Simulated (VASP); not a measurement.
**WC: single point with PBE**

The system is WC.

```
W C
1.0
     2.87875    0.00000    0.00000
    -1.43937    2.49307    0.00000
     0.00000    0.00000    2.81240
W C
1 1
Direct
  0.00000 0.00000 0.00000
  0.66667 0.33333 0.50000
```

```json
{
 "Program": "VASP 6.6.1",
 "Task": "single point",
 "Functional": "PBE",
 "Potentials or basis": "VASP PAW PBE potentials, release 64 (W_sv, C)",
 "Cutoff": "520 eV",
 "k mesh": "18 × 18 × 16",
 "Occupations": "fermi-dirac, width 0.05 eV",
 "Spin": "collinear spin",
 "Starting moments": "[2.0, 0.0] μB",
 "Dipole correction": "no",
 "Further INCAR settings": "ALGO = Normal; EDIFF = 1e-07; NBANDS = 20"
}
```

| Property | Result |
| --- | --- |
| Pressure | 18.9 GPa |
| Band gap on the k mesh | zero (filled and empty bands overlap) |
| Net moment | 0.00 μB per cell |
| Valence electrons inside the program's atomic spheres | W 12.26; C 2.46 |

Stress tensor (GPa, compression positive):
```
18.53  0.00  0.00
 0.00 18.53  0.00
 0.00  0.00 19.62
```

Levels at points of the mesh, in eV from the Fermi level:
Spin up:
```
           k point  band 7  band 8  band 9  band 10  band 11  band 12
(0.00, 0.00, 0.00)   -3.45   -3.45    0.07     3.36     3.36     5.77
(0.50, 0.00, 0.00)   -3.76   -3.71   -0.48     2.42     4.70     5.08
(0.00, 0.00, 0.50)   -2.09   -2.09   -0.63    -0.63     3.76     4.59
(0.50, 0.00, 0.50)   -4.46   -4.27    0.33     4.61     5.51     6.88
```
Spin down:
```
           k point  band 5  band 6  band 7  band 8  band 9  band 10  band 11  band 12  band 13  band 14
(0.00, 0.00, 0.00)  -14.67   -4.49   -3.45   -3.45    0.07     3.36     3.36     5.77     5.77     6.57
(0.50, 0.00, 0.00)  -11.24   -7.17   -3.76   -3.71   -0.48     2.42     4.70     5.08     7.01     9.87
(0.00, 0.00, 0.50)  -10.48   -8.84   -2.09   -2.09   -0.63    -0.63     3.76     4.59     4.59    10.14
(0.50, 0.00, 0.50)  -11.51   -6.64   -4.46   -4.27    0.33     4.61     5.51     6.88     9.47    10.54
```

Run time: 2.6 min on 1 thread of AMD EPYC 9R45 96-Core Processor (Zen 5), with other jobs on the host, peak memory 0.28 GiB.

Caveat: the cell stands under pressure; spin-orbit coupling is left out, which moves the levels of the heavy elements.
